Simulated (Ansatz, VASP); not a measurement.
HfN in VASP and in Ansatz

The input POSCAR:

```
HfN
1.0
    0.0000000000      2.4548220000      2.4548220000
    2.4548220000      0.0000000000      2.4548220000
    2.4548220000      2.4548220000      0.0000000000
Hf N
1 1
Direct
    0.0000000000      0.0000000000      0.0000000000
    0.2500000000      0.2500000000      0.2500000000
```

Contents of INCAR.step1:

```
SYSTEM = HfN
  ALGO = Normal
  EDIFF = 1E-5
  ENCUT = 520
  GGA = PE
  ISIF = 2
  ISMEAR = -1
  LASPH = .TRUE.
  LCHARG = .FALSE.
  LREAL = .FALSE.
  LWAVE = .TRUE.
  NBANDS = 14
  NELM = 100
  PREC = Accurate
  SIGMA = 0.05
```

File INCAR.step2:

```
SYSTEM = HfN
  AEXX = 0.15
  ALGO = Normal
  EDIFF = 1E-6
  ENCUT = 520
  GGA = PE
  HFSCREEN = 0.2
  ISIF = 2
  ISMEAR = -1
  ISTART = 1
  LASPH = .TRUE.
  LCHARG = .FALSE.
  LHFCALC = .TRUE.
  LREAL = .FALSE.
  LWAVE = .FALSE.
  NBANDS = 14
  NELM = 100
  PREC = Accurate
  PRECFOCK = Normal
  SIGMA = 0.05
```

KPOINTS

```
k-points
0
G
  5 5 5
  0 0 0
```

File input.yaml:

```yaml
crystal:
  lattice:
    - [0.0, 2.454822, 2.454822]
    - [2.454822, 0.0, 2.454822]
    - [2.454822, 2.454822, 0.0]
  atoms:
    - { symbol: Hf, position: [0.0, 0.0, 0.0] }
    - { symbol: "N", position: [0.25, 0.25, 0.25] }
hamiltonian:
  xc: { exchange: pbe, correlation: pbe, exx: { coeff: 0.15, omega: 0.2 } }
  pseudopotentials: { kind: paw }
kpoints:
  mp_grid: { grid: [5, 5, 5] }
scf:
  occupations: { method: fermi_dirac, width: 0.05 }
output:
  forces: true
  stress: true
  eigenvalues: true
```

Alike in both runs: task single point; functional PBE-based screened hybrid; k mesh 5 × 5 × 5; occupations fermi-dirac, width 0.05 eV; no spin polarisation.

|  | VASP | Ansatz |
| --- | --- | --- |
| version | VASP 6.6.1 | Ansatz 0.2.0 |
| potentials or method | VASP PAW PBE potentials, release 64 (Hf_pv, N) | Ansatz PAW |
| plane-wave cutoff (eV) | 520 | 420 |
| valence electrons in the cell | 15 | 31 |

|  | VASP | Ansatz | Ansatz less VASP |
| --- | --- | --- | --- |
| gap on the k mesh at the Fermi level (eV) | none | none | - |
| pressure (GPa) | -2.5 | -0.5 | +2.05 |

VASP's potentials were made for PBE, not for PBE-based screened hybrid. A gap of «none» marks a metal or a gap that the smearing closes. VASP's potentials hold 15 valence electrons a cell and Ansatz's 31, so a difference there can come from the potentials and not from the codes.

The k mesh is coarse, so the values compare programs but aren't converged. Spin-orbit coupling is off throughout.
